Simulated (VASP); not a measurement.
Here is a VASP 6.6.1 calculation.

The input INCAR:

```
SYSTEM = CuAu
ALGO     = Fast           ! electronic algorithm
EDIFF    = 1E-6           ! SCF threshold, eV
ENCUT    = 520            ! plane-wave cutoff, eV
GGA      = PS             ! functional
ISIF     = 2              ! what is computed and relaxed
ISMEAR   = 0              ! smearing method
LASPH    = .TRUE.         ! aspherical terms in the spheres
LCHARG   = .TRUE.         ! write CHGCAR
LELF     = .TRUE.         ! ELF
LREAL    = .FALSE.        ! projectors in reciprocal space
LVHAR    = .TRUE.       
LWAVE    = .FALSE.        ! write WAVECAR
NBANDS   = 18             ! bands
NELM     = 100            ! most SCF steps
PREC     = Accurate       ! precision mode
SIGMA    = 0.1            ! smearing width, eV
```

The input KPOINTS:

```
k-points
0
G
  18 18 18
  0 0 0
```

Contents of POSCAR:

```
CuAu
1.0
    1.4068521168      0.8122464482      4.2302926449
   -1.4068521168      0.8122464482      4.2302926449
    0.0000000000     -1.6244928967      4.2302926448
Cu Au
1 1
Direct
    0.0000000000      0.0000000000      0.0000000000
    0.5000000000      0.5000000000      0.5000000000
```

Potentials or basis: VASP PAW PBE potentials, release 64 (Cu, Au).

The run is started by

```sh
$ cat potpaw_PBE.64/Cu/POTCAR potpaw_PBE.64/Au/POTCAR > POTCAR
$ mpirun -np 1 vasp_std > vasp.out
```

(1) What does it give for the pressure?

(2) Predict the band gap on the k mesh.

Results:

(1) 0.0 GPa.

(2) zero (bands 11 and 12 overlap by 4.53 eV).

Caveat: the PAW data sets were made with another functional, which shifts forces and pressure a little; spin-orbit coupling is left out, which moves the levels of the heavy elements.
